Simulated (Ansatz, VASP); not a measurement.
# CdS: VASP beside Ansatz

```
Cd S
1.0
     5.15929    0.00000    0.00000
     0.00000    5.15929    0.00000
     0.00000    0.00000    5.48279
Cd S
2 2
Direct
  0.00000 0.50000 0.06879
  0.50000 0.00000 0.93121
  0.00000 0.00000 0.00000
  0.50000 0.50000 0.00000
```

Alike in both runs: functional PBE; k mesh 10 × 10 × 8; occupations gaussian, width 0.1 eV; no spin polarisation.

Ansatz relaxed the structure, and its values are those at the end. VASP's run is a single point on that final structure, the one shown.

```csv
,VASP,Ansatz
version,VASP 6.6.1,Ansatz 0.2.0
potentials or method,"VASP PAW PBE potentials, release 64 (Cd, S), cutoff 520 eV","scalar-relativistic, plane waves, PAW"
valence electrons in the cell,36,52
```

|  | VASP | Ansatz | Ansatz less VASP |
| --- | --- | --- | --- |
| gap on the k mesh at the Fermi level (eV) | none | none | - |
| pressure (GPa) | 0.2 | 0.0 | -0.23 |
| rms of the force components (eV/Å) | 0.005 | 0.002 | -0.0029 |

A gap of «none» marks a metal or a gap that the smearing closes. VASP's potentials hold 36 valence electrons a cell and Ansatz's 52, so a difference there can come from the potentials and not from the codes.
